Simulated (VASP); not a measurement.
# Fe (Pm-3m) in VASP: a series of runs, part 2 of 2

VASP 6.6.1.

### 3 Relaxation of cell and atoms, PBE, collinear spin, ferromagnetic start, target pressure 320 GPa, at which the enthalpy is minimised

This run uses another cell than the first one, of 7.03 Å³/atom.

INCAR

```
PREC = Accurate
ENCUT = 600
EDIFF = 1E-6
ISMEAR = -1
SIGMA = 0.1
LREAL = F
LASPH = T
NELM = 150
ALGO = Normal
ISIF = 3
LWAVE = F
LCHARG = F
ISPIN = 2
MAGMOM = 2.5
LORBIT = 11
LMAXMIX = 4
GGA = PE
IBRION = 2
NSW = 32
EDIFFG = -0.005
PSTRESS = 3200.0
```

KPOINTS

```
regular mesh
0
Gamma
  20 20 20
```

POSCAR

```
Fe
1.0
    1.9154248860      0.0000000000      0.0000000000
    0.0000000000      1.9154248860      0.0000000000
    0.0000000000      0.0000000000      1.9154248860
Fe
1
Direct
    0.0000000000      0.0000000000      0.0000000000
```

Potentials or basis: VASP PAW PBE potentials, release 64 (Fe).

The run is started by

```console
cat potpaw_PBE.64/Fe/POTCAR > POTCAR
mpirun -np 1 vasp_std > vasp.out
```

OUTCAR:

```text
PREC = Accurate
   ENCUT = 600
   EDIFF = 1E-6
   ISMEAR = -1
   LREAL = F
   LASPH = T
   NELM = 150
   ISIF = 3
   ISPIN = 2
   LORBIT = 11
   GGA = PE
   IBRION = 2
   NSW = 32
   EDIFFG = -0.005
   PSTRESS = 3200.0

 ion  position               nearest neighbor table
   1  0.000  0.000  0.000-

  LATTYP: Found a simple cubic cell.
 ALAT       =     1.9154248860

  Lattice vectors:

 A1 = (   1.9154248860,   0.0000000000,   0.0000000000)
 A2 = (   0.0000000000,   1.9154248860,   0.0000000000)
 A3 = (   0.0000000000,   0.0000000000,   1.9154248860)

Analysis of symmetry for initial positions (statically):
=====================================================================
 Subroutine PRICEL returns:
 Original cell was already a primitive cell.

 Routine SETGRP: Setting up the symmetry group for a
 simple cubic supercell.

 Subroutine GETGRP returns: Found 48 space group operations
 (whereof 48 operations were pure point group operations)
 out of a pool of 48 trial point group operations.

[... 269 lines left out ...]
 fundamental gap:      0.0098910766
 Fermi energy:        12.8578589654

 spin component 1

 k-point     1 :       0.0000    0.0000    0.0000
  band No.  band energies     occupation
      1       1.3994      1.00000
      2       5.2157      1.00000
      3       5.2157      1.00000
      4      14.8213      0.00000
      5      14.8213      0.00000
      6      14.8213      0.00000
      7      41.1835      0.00000
      8      41.1835      0.00000
      9      41.1835      0.00000
[... 265 lines left out ...]
 k-point    24 :       0.2000    0.1000    0.0000
  band No.  band energies     occupation
      1       3.5420      1.00000
      2       6.0004      1.00000
      3       7.1656      1.00000
      4      13.1574      0.04763
      5      13.5399      0.00109
      6      14.5826      0.00000
      7      32.7686      0.00000
      8      39.3737      0.00000
      9      44.4398      0.00000

 [... further k-points ...]

 spin component 2

 k-point     1 :       0.0000    0.0000    0.0000
  band No.  band energies     occupation
      1       1.3994      1.00000
      2       5.2157      1.00000
      3       5.2157      1.00000
      4      14.8213      0.00000
      5      14.8213      0.00000
      6      14.8213      0.00000
      7      41.1835      0.00000
      8      41.1835      0.00000
      9      41.1835      0.00000
[... 308 lines left out ...]
  energy  without entropy=       -4.1763148942  energy(sigma->0) =       -4.19362808

  enthalpy is  TOTEN    =         9.7047890062 eV   P V=       13.9157302672

 reached required accuracy - stopping structural energy minimisation

 total charge

# of ion       s       p       d       tot
------------------------------------------
    1        0.772   0.954   7.319   9.045

 magnetization (x)

# of ion       s       p       d       tot
------------------------------------------
    1        0.000   0.000  -0.000   0.000
```

OSZICAR:

```text
N       E                     dE             d eps       ncg     rms          rms(c)
DAV:   1     0.218323935747E+02    0.21832E+02   -0.47297E+03 10824   0.140E+03
DAV:   2    -0.379014482703E+01   -0.25623E+02   -0.24363E+02 10569   0.147E+02
[... 22 lines left out ...]
DAV:   1    -0.437360413783E+01   -0.11713E+01   -0.57704E+00 10705   0.512E+01    0.656E+00
DAV:   2    -0.422659822857E+01    0.14701E+00   -0.62188E-01 11004   0.140E+01    0.162E+00
DAV:   3    -0.421421378942E+01    0.12384E-01   -0.69074E-03 13902   0.712E-01    0.773E-01
DAV:   4    -0.421097600314E+01    0.32378E-02   -0.64112E-03 10801   0.973E-01    0.671E-02
DAV:   5    -0.421094121388E+01    0.34789E-04   -0.34927E-05 10714   0.960E-02    0.129E-02
DAV:   6    -0.421094126101E+01   -0.47136E-07   -0.33134E-06  7983   0.263E-02
   3 F= 0.97047890E+01 E0= 0.97221022E+01  d E =-.202478E-02  mag=     0.0000
```

CONTCAR:

```text
Fe
   1.00000000000000
     1.9099508968213488    0.0000000000000000   -0.0000000000000000
     0.0000000000000000    1.9099508968213488    0.0000000000000000
    -0.0000000000000000    0.0000000000000000    1.9099508968213488
  Fe
     1
Direct
     0.0000000000000000    0.0000000000000000    0.0000000000000000

  0.00000000E+00  0.00000000E+00  0.00000000E+00
```

Run time: 56 s. Hardware: 1 thread of Intel Xeon 8259CL, shared host; peak memory 0.16 GiB.

What came out:

* Free energy: -4.2109 eV
* Relaxed volume: 6.97 Å³/atom
* Relaxed cell: a = 1.910 Å, b = 1.910 Å, c = 1.910 Å, α = 90.00°, β = 90.00°, γ = 90.00°
* Space group after relaxing (to 0.1 Å): Pm-3m (No. 221)
* Energy change on relaxing (the run minimises the enthalpy): +118.0 meV/atom
* Ionic steps: 3
* Pressure after relaxing: 320.1 GPa
* Band gap on the k mesh: zero (filled and empty bands overlap)
* Net moment: 0.00 μB per cell

The path:
| step | energy change (eV) | largest force (eV/Å) | pressure (GPa) | volume (Å³) |
| --- | --- | --- | --- | --- |
| 1 | 0.0000 | 0.0000 | 308.43 | 7.03 |
| 2 | 1.1266 | 0.0000 | 412.49 | 6.52 |
| 3 | 0.1180 | 0.0000 | 320.11 | 6.97 |

Final structure:
```cif
data_structure
_symmetry_space_group_name_H-M 'P 1'
_symmetry_Int_Tables_number 1
_cell_length_a 1.9100
_cell_length_b 1.9100
_cell_length_c 1.9100
_cell_angle_alpha 90.000
_cell_angle_beta 90.000
_cell_angle_gamma 90.000
_cell_volume 6.97
loop_
_atom_site_label
_atom_site_type_symbol
_atom_site_fract_x
_atom_site_fract_y
_atom_site_fract_z
_atom_site_occupancy
Fe1 Fe 0.00000 0.00000 0.00000 1
```

Levels at points of the mesh, in eV from the Fermi level:
Spin up:
| k point | band 2 | band 3 | band 4 | band 5 | band 6 | band 7 |
| --- | --- | --- | --- | --- | --- | --- |
| (0.00, 0.00, 0.00) | -7.64 | -7.64 | 1.96 | 1.96 | 1.96 | 28.33 |
| (0.50, 0.00, 0.00) | -5.97 | -2.07 | -1.51 | -1.51 | 2.28 | 10.86 |
| (0.50, 0.50, 0.00) | -4.61 | -0.74 | -0.74 | 4.14 | 8.99 | 8.99 |
| (0.50, 0.50, 0.50) | -7.48 | -7.48 | 4.33 | 4.33 | 12.87 | 22.46 |
Spin down:
| k point | band 1 | band 2 | band 3 | band 4 | band 5 | band 6 | band 7 | band 8 | band 9 |
| --- | --- | --- | --- | --- | --- | --- | --- | --- | --- |
| (0.00, 0.00, 0.00) | -11.46 | -7.64 | -7.64 | 1.96 | 1.96 | 1.96 | 28.33 | 28.33 | 28.33 |
| (0.50, 0.00, 0.00) | -6.31 | -5.97 | -2.07 | -1.51 | -1.51 | 2.28 | 10.86 | 28.81 | 37.08 |
| (0.50, 0.50, 0.00) | -10.28 | -4.61 | -0.74 | -0.74 | 4.14 | 8.99 | 8.99 | 16.92 | 25.65 |
| (0.50, 0.50, 0.50) | -7.48 | -7.48 | -7.48 | 4.33 | 4.33 | 12.87 | 22.46 | 22.46 | 22.46 |

Caveat: the cell is relaxed towards a set pressure, so the run minimises the enthalpy, not the energy; atoms lie so close that the PAW spheres overlap strongly, which falsifies energies and pressures; the moments typed at the start vanished in this run.
